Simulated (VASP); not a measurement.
Set up this calculation in VASP 6.6.1, as the native input.

```yaml
Task: single point
Functional: PBEsol
Potentials_or_basis: VASP PAW PBE potentials, release 64 (Sr_sv)
Cutoff: 520 eV
k_mesh: 12 × 12 × 8
Occupations: gaussian, width 0.15 eV
Spin: no spin polarisation
Dipole_correction: no
Further_INCAR_settings: ALGO = Fast; EDIFF = 1e-06; NBANDS = 17
```

The structure of Sr lies in POSCAR:

```
Sr
1.0
    4.3100002207      0.0000000000      0.0323250017
   -2.1550001104      3.7325696814     -0.0161625008
    0.0528750000      0.0000000000      7.0500000000
Sr
2
Direct
    0.3333333333      0.6666666667      0.2500000000
    0.6666666667      0.3333333333      0.7500000000
```

This cell differs from its parent crystal: strain +0.0150 x Voigt [0, 0, 0, 0, 1, 0].

One way to write it, as run:

INCAR

```
PREC = Accurate ; ENCUT = 520
EDIFF = 1E-6 ; ISMEAR = 0
SIGMA = 0.15 ; LREAL = False
LASPH = True ; NELM = 60
ALGO = Fast ; ISIF = 2
LWAVE = False ; LCHARG = False
GGA = PS ; NBANDS = 17
```

KPOINTS

```
regular mesh
0
Gamma
  12 12 8
```

Potentials or basis: VASP PAW PBE potentials, release 64 (Sr_sv).

Launch:

```sh
$ cat potpaw_PBE.64/Sr_sv/POTCAR > POTCAR
$ mpirun -np 1 vasp_std > vasp.out
```

It gave:

| Quantity | Value |
| --- | --- |
| Pressure | -0.8 GPa |
| Band gap on the k mesh | zero (bands 10 and 11 overlap by 0.29 eV) |

Caveat: the cell differs from its parent crystal (strain +0.0150 x Voigt [0, 0, 0, 0, 1, 0]); the PAW data sets were made with another functional, which shifts forces and pressure a little.

Run time: 14 min on 1 thread of Oxide Virtual Turin-like Processor, on a shared host, peak memory 0.58 GiB.
